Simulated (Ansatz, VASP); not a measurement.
## F in VASP and in Ansatz

Contents of INCAR:

```
ALGO = Normal
EDIFF = 1E-7
EDIFFG = -0.005
ENCUT = 600
IBRION = 2
ISIF = 3
ISMEAR = -1
LASPH = T
LCHARG = F
LREAL = F
LWAVE = F
NELM = 60
NSW = 60
PREC = Accurate
SIGMA = 0.08
```

KPOINTS

```
k-points
0
Gamma
  17 17 17
```

The input POSCAR:

```
F
1.0
    2.4124354551      0.0000000000      0.0000000000
    0.0000000000      2.4124354551      0.0000000000
    0.0000000000      0.0000000000      2.4124354551
F
1
Direct
    0.0000000000      0.0000000000      0.0000000000
```

Input for Ansatz:

```yaml
crystal:
  lattice:
    - [2.4124354551, 0.0, 0.0]
    - [0.0, 2.4124354551, 0.0]
    - [0.0, 0.0, 2.4124354551]
  atoms:
    - { symbol: F, position: [0.0, 0.0, 0.0] }
kpoints:
  mp_grid: { grid: [17, 17, 17] }
scf:
  occupations: { method: fermi_dirac, width: 0.08 }
hamiltonian:
  xc: lda
  pseudopotentials: { kind: paw }
output:
  forces: true
  stress: true
relax:
  f_tol: 0.005
  max_steps: 40
  cell: {}
```

Alike in both runs: task relaxation of cell and atoms; functional LDA; k mesh 17 × 17 × 17; occupations fermi-dirac, width 0.08 eV; no spin polarisation.

|  | VASP | Ansatz |
| --- | --- | --- |
| version | VASP 6.6.1 | Ansatz 0.2.0 |
| potentials or method | VASP PAW LDA potentials, release 64 (F) | PAW with Ansatz's default frozen-core files, scalar-relativistic |
| plane-wave cutoff (eV) | 600 | 420 |
| valence electrons in the cell | 7 | 7 |

VASP gave:

* relaxed volume (Å³/atom): 9.03
* relaxed length of the cell vector where the two differ most in proportion (Å): 2.082

Problem. Which values does Ansatz return?

Solution. Relaxed volume (Å³/atom): 9.05; relaxed length of the cell vector where the two differ most in proportion (Å): 2.084.

LDA's correlation is that of Perdew and Zunger in VASP and of Perdew and Wang (1992) in Ansatz.

Noted on VASP's run: the volume moved by over 15 % at a fixed basis, so the end points are rough.
